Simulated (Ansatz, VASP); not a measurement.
**YGaF4: VASP beside Ansatz**

INCAR

```
SYSTEM = YGaF4
PREC     = Accurate       ! precision mode
ENCUT    = 520            ! plane-wave cutoff, eV
EDIFF    = 1E-6           ! SCF threshold, eV
ISMEAR   = 0              ! smearing method
SIGMA    = 0.1            ! smearing width, eV
LREAL    = .FALSE.        ! projectors in reciprocal space
LASPH    = .TRUE.         ! aspherical terms in the spheres
NELM     = 150            ! most SCF steps
ALGO     = Normal         ! electronic algorithm
ISIF     = 2              ! what is computed and relaxed
LWAVE    = .FALSE.        ! write WAVECAR
LCHARG   = .FALSE.        ! write CHGCAR
ISPIN    = 2              ! spin polarisation
MAGMOM   = 0 0 1 1 1 1    ! initial moments
LORBIT   = 11             ! projections on sites
LMAXMIX  = 4              ! l up to which the mixer works
GGA      = PE             ! functional
NBANDS   = 39             ! bands
```

KPOINTS

```
regular mesh
0
G
  6 6 4
  0 0 0
```

Contents of POSCAR:

```
YGaF4
1.0
    3.3856228500      0.0000000000      0.0000000000
   -1.6928114300      2.9320354000      0.0000000000
    0.0000000000      0.0000000000      7.3129453600
Y Ga F
1 1 4
Direct
    0.0000000000      0.0000000000      0.5000000000
    0.0000000000      0.0000000000      0.0000000000
    0.3333333300      0.6666666700      0.2500000000
    0.3333333300      0.6666666700      0.7500000000
    0.6666666700      0.3333333300      0.2500000000
    0.6666666700      0.3333333300      0.7500000000
```

Input for Ansatz:

```yaml
crystal:
  lattice:
    - [3.38562285, 0.0, 0.0]
    - [-1.69281143, 2.9320354, 0.0]
    - [0.0, 0.0, 7.31294536]
  atoms:
    - { symbol: "Y", position: [0.0, 0.0, 0.5] }
    - { symbol: Ga, position: [0.0, 0.0, 0.0] }
    - { symbol: F, position: [0.33333333, 0.66666667, 0.25], spin: 1.0 }
    - { symbol: F, position: [0.33333333, 0.66666667, 0.75], spin: 1.0 }
    - { symbol: F, position: [0.66666667, 0.33333333, 0.25], spin: 1.0 }
    - { symbol: F, position: [0.66666667, 0.33333333, 0.75], spin: 1.0 }
basis:
  ecutwfc: 420
kpoints:
  mp_grid: { grid: [6, 6, 4] }
hamiltonian:
  xc: pbe
scf:
  occupations: { method: gaussian, width: 0.1 }
  lower_state_search: "off"
output:
  forces: true
  stress: true
  eigenvalues: true
  populations: true
magnetization:
  spin_polarized: true
```

Alike in both runs: task single point; functional PBE; k mesh 6 × 6 × 4; occupations gaussian, width 0.1 eV; collinear spin.

|  | VASP | Ansatz |
| --- | --- | --- |
| version | VASP 6.6.1 | Ansatz 0.2.0 |
| potentials or method | VASP PAW PBE potentials, release 64 (Y_sv, Ga_d, F), cutoff 520 eV | scalar-relativistic, plane waves, PAW |
| valence electrons in the cell | 52 | 52 |

```tsv
	VASP	Ansatz	Ansatz less VASP
gap on the k mesh at the Fermi level (eV)	none	none	-
pressure (GPa)	22.6	22.8	+0.23
traceless stress, the component that is largest in VASP (GPa)	-62.21	-62.41	-0.203
rms of the force components (eV/Å)	1.203	1.210	+0.0068
net moment per atom (μB)	0.00	0.00	0.000
```

Atom by atom the forces differ by 0.007 eV/Å (rms over components). A gap of «none» marks a metal or a gap that the smearing closes. The functional is the same, so the differences come from potentials, cutoffs and numerics. Ansatz's warnings: seeded moment not kept.
